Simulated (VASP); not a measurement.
# Pt (P6_3/mmc) in VASP: further runs, part 2 of 3

VASP 6.6.1. The steps go on from the part before.

## (3) Single point, r2SCAN

This run uses another cell than the first one, of the same volume but with other edges.

POSCAR reads:

```
Pt
1.0
    2.8384714500      0.0000000000      0.0000000000
   -1.4192357250      2.4581883836      0.0000000000
    0.0000000000      0.0000000000      4.5330186417
Pt
2
Direct
    0.6666666667      0.3333333333      0.7500000000
    0.3333333333      0.6666666667      0.2500000000
```

INCAR.step1 reads:

```
SYSTEM = Pt
PREC = Accurate
ENCUT = 520
ISMEAR = 0
SIGMA = 0.15
LREAL = .FALSE.
LASPH = .TRUE.
NELM = 80
NBANDS = 17
GGA = PE
ALGO = Normal
EDIFF = 1E-4
LWAVE = .TRUE.
LCHARG = .FALSE.
```

INCAR.step2 reads:

```
SYSTEM = Pt
PREC = Accurate
ENCUT = 520
EDIFF = 1E-7
ISMEAR = 0
SIGMA = 0.15
LREAL = .FALSE.
LASPH = .TRUE.
NELM = 80
ALGO = Normal
ISIF = 2
LWAVE = .FALSE.
LCHARG = .FALSE.
METAGGA = R2SCAN
LMIXTAU = .TRUE.
NBANDS = 17
ISTART = 1
```

KPOINTS reads:

```
regular mesh
0
G
  24 24 12
  0 0 0
```

Potentials or basis: VASP PAW PBE potentials, release 64 (Pt).

Launch:

```console
$ cat potpaw_PBE.64/Pt/POTCAR > POTCAR
$ cp INCAR.step1 INCAR
$ mpirun -np 1 vasp_std > vasp.out
$ cp INCAR.step2 INCAR
$ mpirun -np 1 vasp_std > vasp.out
```

OUTCAR:

```text
SYSTEM = Pt
   PREC = Accurate
   ENCUT = 520
   EDIFF = 1E-7
   ISMEAR = 0
   LREAL = .FALSE.
   LASPH = .TRUE.
   NELM = 80
   ISIF = 2
   METAGGA = R2SCAN
   ISTART = 1

 ion  position               nearest neighbor table
   1  0.667  0.333  0.750-   2 2.80   2 2.80   2 2.80   2 2.80   2 2.80   2 2.80
   2  0.333  0.667  0.250-   1 2.80   1 2.80   1 2.80   1 2.80   1 2.80   1 2.80

  LATTYP: Found a hexagonal cell.
 ALAT       =     2.8384714500
 C/A-ratio  =     1.5969928610

  Lattice vectors:

 A1 = (   2.8384714500,   0.0000000000,   0.0000000000)
 A2 = (  -1.4192357250,   2.4581883836,   0.0000000000)
 A3 = (   0.0000000000,   0.0000000000,   4.5330186417)

Analysis of symmetry for initial positions (statically):
=====================================================================
 Subroutine PRICEL returns:
 Original cell was already a primitive cell.

 Routine SETGRP: Setting up the symmetry group for a
 hexagonal supercell.

 Subroutine GETGRP returns: Found 24 space group operations
 (whereof 12 operations were pure point group operations)
 out of a pool of 24 trial point group operations.

The static configuration has the point symmetry D_3d.
 The point group associated with its full space group is D_6h.

Analysis of symmetry for dynamics (positions and initial velocities):
=====================================================================
 Subroutine PRICEL returns:
 Original cell was already a primitive cell.

 Routine SETGRP: Setting up the symmetry group for a
 hexagonal supercell.

 Subroutine GETGRP returns: Found 24 space group operations
 (whereof 12 operations were pure point group operations)
 out of a pool of 24 trial point group operations.

The dynamic configuration has the point symmetry D_3d.
 The point group associated with its full space group is D_6h.

 Subroutine INISYM returns: Found 24 space group operations
 (whereof 12 operations are pure point group operations),
 and found     1 'primitive' translations

----------------------------------------------------------------------------------------

                                     Primitive cell

  volume of cell :      31.6291

  direct lattice vectors                    reciprocal lattice vectors
     2.838471450  0.000000000  0.000000000     0.352302293  0.203401824  0.000000000
    -1.419235725  2.458188384  0.000000000     0.000000000  0.406803647  0.000000000
     0.000000000  0.000000000  4.533018642     0.000000000  0.000000000  0.220603549

  length of vectors
     2.838471450  2.838471450  4.533018642     0.406803647  0.406803647  0.220603549

  position of ions in fractional coordinates (direct lattice)
     0.666666667  0.333333333  0.750000000
     0.333333333  0.666666667  0.250000000

  ion indices of the primitive-cell ions
   primitive index   ion index
                 1           1
                 2           2

----------------------------------------------------------------------------------------

 KPOINTS: regular mesh

Automatic generation of k-mesh.
 Grid dimensions read from file:
 generate k-points for:   24   24   12

 Generating k-lattice:

  Cartesian coordinates                     Fractional coordinates (reciprocal lattice)
     0.014679262  0.008475076  0.000000000     0.041666667  0.000000000  0.000000000
     0.000000000  0.016950152  0.000000000     0.000000000  0.041666667  0.000000000
     0.000000000  0.000000000  0.018383629     0.000000000  0.000000000  0.083333333

  Length of vectors
     0.016950152  0.016950152  0.018383629

  Shift w.r.t. Gamma in fractional coordinates (k-lattice)
     0.000000000  0.000000000  0.000000000

 Subroutine IBZKPT returns following result:
 ===========================================

 Found    427 irreducible k-points:

 Following reciprocal coordinates:
            Coordinates               Weight
  0.000000  0.000000  0.000000      1.000000
  0.041667 -0.000000  0.000000      6.000000
  0.083333  0.000000  0.000000      6.000000
  0.125000  0.000000  0.000000      6.000000
  0.166667  0.000000  0.000000      6.000000
  0.208333  0.000000  0.000000      6.000000
[... 16 lines left out ...]
  0.416667  0.041667  0.000000     12.000000
  0.458333  0.041667  0.000000     12.000000
 [... further k-points ...]
   k-points           NKPTS =    427   k-points in BZ     NKDIM =    427   number of bands    NBANDS=     17
   number of dos      NEDOS =    301   number of ions     NIONS =      2
   total plane-waves  NPLWV =  20736
   dimension x,y,z NGX =    24 NGY =   24 NGZ =   36
   dimension x,y,z NGXF=    48 NGYF=   48 NGZF=   72
   ions per type =               2
   NGX,Y,Z   is equivalent  to a cutoff of  14.06, 14.06, 13.20 a.u.
   NGXF,Y,Z  is equivalent  to a cutoff of  28.11, 28.11, 26.41 a.u.
 SYSTEM =  Pt
   PREC   = accura    normal or accurate (medium, high low for compatibility)
   ISTART =      1    job   : 0-new  1-cont  2-samecut
   ICHARG =      0    charge: 1-file 2-atom 10-const
   ISPIN  =      1    spin polarized calculation?
   LNONCOLLINEAR =      F non collinear calculations
   LSORBIT =      F    spin-orbit coupling
   LASPH  =      T    aspherical Exc in radial PAW
   ENCUT  =  520.0 eV  38.22 Ry    6.18 a.u.   5.28  5.28  8.43*2*pi/ulx,y,z
   NELM   =     80;   NELMIN=  2; NELMDL=  0     # of ELM steps
   EDIFF  = 0.1E-06   stopping-criterion for ELM
   LREAL  =      F    real-space projection
   EDIFFG = 0.1E-05   stopping-criterion for IOM
   NSW    =      0    number of steps for IOM
   IBRION =     -1    ionic relax: 0-MD 1-quasi-New 2-CG
   NFREE  =      0    steps in history (QN), initial steepest desc. (CG)
   ISIF   =      2    stress and relaxation
   ISYM   =      2    0-nonsym 1-usesym 2-fastsym
   POTIM  = 0.5000    time-step for ionic-motion
   TEBEG  =    0.0;   TEEND  =   0.0 temperature during run
   PSTRESS=    0.0 pullay stress
   NELECT =      20.0000    total number of electrons
   NUPDOWN=      -1.0000    fix difference up-down
   EMIN   =  10.00;   EMAX   =-10.00  energy-range for DOS
   EFERMI =   0.00;   METHOD = LEGACY
   ISMEAR =     0;   SIGMA  =   0.15  broadening in eV -4-tet -1-fermi 0-gaus
   EFERMI_NEDOS =   21; number of points for ismear=-14 and -15
   IALGO  =     38    algorithm
   IMIX   =      4    mixing-type and parameters
     AMIX     =   0.40;   BMIX     =  1.00
     AMIX_MAG =   1.60;   BMIX_MAG =  1.00
  volume/ion in A,a.u.               =      15.81       106.72
  Fermi-wavevector in a.u.,A,eV,Ry     =   1.405149  2.655347 26.863944  1.974444
  Thomas-Fermi vector in A             =   2.527639
   LORBIT       =      0    0 simple, 1 ext, 2 COOP (PROOUT), +10 PAW based schemes
   METAGGA = R2SCAN    functional components
   LHFCALC =     F    Hartree Fock is set to
   AEXX    =    0.0000 exact exchange contribution
   IVDW    =     0    specifies the selected vdW correction
   LEPSILON=     F    determine dielectric tensor
   LRPA    =     F    only Hartree local field effects (RPA)
 non-spin polarized calculation
 Gauss-broadening in eV      SIGMA  =   0.15
  energy-cutoff  :      520.00
  volume of cell :       31.63
 maximum number of plane-waves:       865
 NGX is ok and might be reduce to    24

 number of electron      20.0000002 magnetization

 Free energy of the ion-electron system (eV)
  ---------------------------------------------------
  ext. energy  EPLUGINS =         0.00000000
  ---------------------------------------------------
  free energy    TOTEN  =      -102.81042832 eV

  energy without entropy =     -102.75749537  energy(sigma->0) =     -102.78396185

 E-fermi :  10.1234     XC(G=0): -14.2961

 val. band max:       10.1186987906   @ k =   0.2083   0.0833   0.5000
 cond. band min:      10.1244039472   @ k =   0.2083   0.1250   0.0000
 fundamental gap:      0.0057051566
 Fermi energy:        10.1233757844

 k-point     1 :       0.0000    0.0000    0.0000
  band No.  band energies     occupation
      1       0.1773      2.00000
      2       3.1181      2.00000
      3       6.6273      2.00000
      4       6.6273      2.00000
      5       6.6686      2.00000
      6       7.1424      2.00000
[... 9 lines left out ...]
     16      28.5499      0.00000
     17      30.8873      0.00000
[... 441 lines left out ...]
 k-point    24 :       0.4583    0.0417    0.0000
  band No.  band energies     occupation
      1       3.6978      2.00000
      2       3.7393      2.00000
      3       4.2918      2.00000
      4       6.2975      2.00000
      5       6.9625      2.00000
      6       7.1292      2.00000
[... 9 lines left out ...]
     16      21.8657      0.00000
     17      24.7223      0.00000

 [... further k-points ...]

------------------------ aborting loop because EDIFF is reached ----------------------------------------

  FORCE on cell =-STRESS in cart. coord.  units (eV):
  Direction    XX          YY          ZZ          XY          YZ          ZX
  --------------------------------------------------------------------------------------
  -------------------------------------------------------------------------------------
  Total       -1.7725933     -1.7725933      0.1505504     -0.0000000      0.0000000      0.0000000
  in kB      -89.7909323    -89.7909323      7.6261473     -0.0000000      0.0000000      0.0000000
  external PRESSURE =     -57.3185724 kB  Pullay stress =       0.0000000 kB

 VOLUME and BASIS-vectors are now :
 -----------------------------------------------------------------------------
  energy-cutoff  :      520.00
  volume of cell :       31.63
      direct lattice vectors                 reciprocal lattice vectors
     2.838471450  0.000000000  0.000000000     0.352302293  0.203401824  0.000000000
    -1.419235725  2.458188384  0.000000000     0.000000000  0.406803647  0.000000000
     0.000000000  0.000000000  4.533018642     0.000000000  0.000000000  0.220603549

 POSITION                                       TOTAL-FORCE (eV/Angst)
 -----------------------------------------------------------------------------------
      1.41924      0.81940      3.39976         0.000000     -0.000000      0.000000
     -0.00000      1.63879      1.13325        -0.000000      0.000000      0.000000
 -----------------------------------------------------------------------------------
    total drift:                               -0.000000      0.000000     -0.000000

  FREE ENERGIE OF THE ION-ELECTRON SYSTEM (eV)
  ---------------------------------------------------
  free  energy   TOTEN  =      -102.8104283207 eV

  energy  without entropy=     -102.7574953707  energy(sigma->0) =     -102.78396185
```

OSZICAR.step1:

```text
N       E                     dE             d eps       ncg     rms          rms(c)
DAV:   1     0.102174791538E+03    0.10217E+03   -0.10460E+04 14518   0.113E+03
DAV:   2    -0.109049570094E+02   -0.11308E+03   -0.10735E+03 15743   0.244E+02
DAV:   3    -0.127666224326E+02   -0.18617E+01   -0.18319E+01 17728   0.310E+01
DAV:   4    -0.127764135484E+02   -0.97911E-02   -0.97889E-02 17136   0.235E+00
DAV:   5    -0.127765110128E+02   -0.97464E-04   -0.97463E-04 17743   0.247E-01    0.163E+01
DAV:   6    -0.121152497238E+02    0.66126E+00   -0.10657E+00 15103   0.919E+00    0.870E+00
DAV:   7    -0.120516521487E+02    0.63598E-01   -0.18613E-01 17350   0.380E+00    0.302E+00
DAV:   8    -0.120451688435E+02    0.64833E-02   -0.20397E-02 15788   0.114E+00    0.737E-01
DAV:   9    -0.120448135295E+02    0.35531E-03   -0.36481E-04 16532   0.160E-01    0.274E-02
DAV:  10    -0.120448254865E+02   -0.11957E-04   -0.72746E-06  8075   0.211E-02
   1 F= -.12044825E+02 E0= -.12017381E+02  d E =-.548887E-01
```

Wall time 17 min (1 thread of Intel Xeon 8259CL, shared host); peak memory 0.32 GiB.

What came out:

```yaml
Free_energy: -102.8104 eV
Pressure: -5.7 GPa
Band_gap_on_the_k_mesh: zero (bands 10 and 11 overlap by 1.22 eV)
```

Levels at points of the mesh, in eV from the Fermi level:
```csv
k point,band 7,band 8,band 9,band 10,band 11,band 12,band 13,band 14
"(0.00, 0.00, 0.00)",-2.98,-2.49,-2.49,-0.31,-0.31,0.10,6.04,15.64
"(0.50, 0.00, 0.00)",-2.71,-0.10,0.22,0.24,2.20,3.54,8.06,9.90
"(0.00, 0.00, 0.50)",-3.64,-3.64,-0.92,-0.92,-0.92,-0.92,14.31,14.31
"(0.50, 0.00, 0.50)",-0.87,-0.87,0.11,0.11,1.81,1.81,6.51,6.51
```

Caveat: the cell stands under tension; the PAW data sets were made with another functional, which shifts forces and pressure a little; spin-orbit coupling is left out, which moves the levels of the heavy elements.

## (4) Single point, r2SCAN

This run uses another cell than the first one, of the same volume but with other edges.

POSCAR reads:

```
Pt
1.0
    2.9738368851      0.0000000000      0.0000000000
   -1.4869184426      2.5754182892      0.0000000000
    0.0000000000      0.0000000000      4.1297358916
Pt
2
Direct
    0.6666666667      0.3333333333      0.7500000000
    0.3333333333      0.6666666667      0.2500000000
```

INCAR.step1 reads:

```
PREC     = Accurate       # precision mode
ENCUT    = 520            # plane-wave cutoff, eV
ISMEAR   = 0              # smearing method
SIGMA    = 0.15           # smearing width, eV
LREAL    = False          # projectors in reciprocal space
LASPH    = True           # aspherical terms in the spheres
NELM     = 80             # most SCF steps
NBANDS   = 17             # bands
GGA      = PE             # functional
ALGO     = Normal         # electronic algorithm
EDIFF    = 1E-4           # SCF threshold, eV
LWAVE    = True           # write WAVECAR
LCHARG   = False          # write CHGCAR
```

INCAR.step2 reads:

```
PREC     = Accurate       # precision mode
ENCUT    = 520            # plane-wave cutoff, eV
EDIFF    = 1E-6           # SCF threshold, eV
ISMEAR   = 0              # smearing method
SIGMA    = 0.15           # smearing width, eV
LREAL    = False          # projectors in reciprocal space
LASPH    = True           # aspherical terms in the spheres
NELM     = 80             # most SCF steps
ALGO     = Normal         # electronic algorithm
ISIF     = 2              # what is computed and relaxed
LWAVE    = False          # write WAVECAR
LCHARG   = True           # write CHGCAR
METAGGA  = R2SCAN         # meta-GGA
LMIXTAU  = True         
LELF     = True           # ELF
LVHAR    = True         
NBANDS   = 17             # bands
ISTART   = 1
```

KPOINTS reads:

```
Automatic mesh
0
Gamma
  24 24 12
```

Launch:

```console
$ cat potpaw_PBE.64/Pt/POTCAR > POTCAR
$ cp INCAR.step1 INCAR
$ mpirun -np 1 vasp_std > vasp.out
$ cp INCAR.step2 INCAR
$ mpirun -np 1 vasp_std > vasp.out
```

Run time: 5.9 min. Hardware: 1 thread of AMD EPYC 9R45 (Zen 5), shared host; peak memory 0.28 GiB.

It converged, with:

| Property | Result |
| --- | --- |
| Free energy | -102.6581 eV |
| Pressure | 0.4 GPa |
| Band gap on the k mesh | zero (bands 10 and 11 overlap by 1.45 eV) |

Stress tensor (GPa, compression positive):
```
-2.11  0.00  0.00
 0.00 -2.11  0.00
 0.00  0.00  5.45
```

Levels at points of the mesh, in eV from the Fermi level:
| k point | band 7 | band 8 | band 9 | band 10 | band 11 | band 12 | band 13 | band 14 |
| --- | --- | --- | --- | --- | --- | --- | --- | --- |
| (0.00, 0.00, 0.00) | -2.82 | -2.82 | -2.43 | -0.29 | -0.29 | 1.49 | 8.10 | 15.00 |
| (0.50, 0.00, 0.00) | -2.01 | -0.86 | -0.18 | 0.72 | 1.51 | 2.63 | 9.35 | 9.87 |
| (0.00, 0.00, 0.50) | -3.41 | -3.41 | -0.70 | -0.70 | -0.70 | -0.70 | 14.67 | 14.67 |
| (0.50, 0.00, 0.50) | -1.06 | -1.06 | -0.38 | -0.38 | 1.54 | 1.54 | 6.42 | 6.42 |

Caveat: the PAW data sets were made with another functional, which shifts forces and pressure a little; spin-orbit coupling is left out, which moves the levels of the heavy elements.

(Continued in part 3 of 3.)
